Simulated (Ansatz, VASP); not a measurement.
## One calculation of Mg2ZnO3, two programs

INCAR

```
PREC     = Accurate       # precision mode
ENCUT    = 750            # plane-wave cutoff, eV
EDIFF    = 1E-6           # SCF threshold, eV
ISMEAR   = 0              # smearing method
SIGMA    = 0.01           # smearing width, eV
LREAL    = False          # projectors in reciprocal space
LASPH    = True           # aspherical terms in the spheres
NELM     = 200            # most SCF steps
ALGO     = Normal         # electronic algorithm
ISIF     = 2              # what is computed and relaxed
LWAVE    = False          # write WAVECAR
LCHARG   = False          # write CHGCAR
LDAU     = True           # DFT+U
LDAUTYPE = 2            
LDAUL    = -1 2 -1        # shell
LDAUU    = 0 2 0          # U, eV
LDAUJ    = 0 0 0        
LDAUPRINT= 1            
GGA      = CA             # functional
NBANDS   = 34             # bands
GGA_COMPAT= False
```

KPOINTS

```
regular mesh
0
Gamma
  12 12 4
```

POSCAR

```
Mg2ZnO3
1.0
    3.0330000000      0.0000000000      0.0000000000
   -1.5165000000      2.6266500000      0.0000000000
    0.0000000000      0.0000000000      7.4033200000
Mg Zn O
2 1 3
Direct
    0.3333333333      0.6666666667      0.6658000000
    0.6666666667      0.3333333333      0.3342000000
    0.0000000000      0.0000000000      0.0000000000
    0.3333333333      0.6666666667      0.1726200000
    0.6666666667      0.3333333333      0.8273800000
    0.0000000000      0.0000000000      0.5000000000
```

Input for Ansatz:

```yaml
crystal:
  lattice:
    - [3.033, 0.0, 0.0]
    - [-1.5165, 2.62665, 0.0]
    - [0.0, 0.0, 7.40332]
  atoms:
    - { symbol: Mg, position: [0.3333333333333333, 0.6666666666666666, 0.6658] }
    - { symbol: Mg, position: [0.6666666666666666, 0.3333333333333333, 0.3342] }
    - { symbol: Zn, position: [0.0, 0.0, 0.0] }
    - { symbol: O, position: [0.3333333333333333, 0.6666666666666666, 0.17262] }
    - { symbol: O, position: [0.6666666666666666, 0.3333333333333333, 0.82738] }
    - { symbol: O, position: [0.0, 0.0, 0.5] }
kpoints:
  mp_grid:
    grid: [12, 12, 4]
    shift: [0.0, 0.0, 0.0]
hamiltonian:
  xc: lda
  hubbard:
    - { species: Zn, l: d, u_eff: 2.0 }
scf:
  convergence:
    dr2_threshold: 1.0e-09
  occupations:
    method: fixed
output:
  eigenvalues: true
```

Alike in both runs: task single point; functional LDA; k mesh 12 × 12 × 4; no spin polarisation; Hubbard terms Zn d U = 2.0 eV.

|  | VASP | Ansatz |
| --- | --- | --- |
| version | VASP 6.6.1 | Ansatz 0.2.0 |
| potentials or method | VASP PAW LDA potentials, release 64 (Mg_sv, Zn, O) | plane waves, PAW |
| plane-wave cutoff (eV) | 750 | 420 |
| occupations | gaussian, width 0.01 eV | fixed |
| valence electrons in the cell | 50 | 50 |

|  | VASP | Ansatz | Ansatz less VASP |
| --- | --- | --- | --- |
| gap on the k mesh at the Fermi level (eV) | 2.96 | 2.91 | -0.045 |

LDA's correlation is that of Perdew and Zunger in VASP and of Perdew and Wang (1992) in Ansatz. The programs project onto different local orbitals, so the same U acts differently, and such runs can settle in different states.
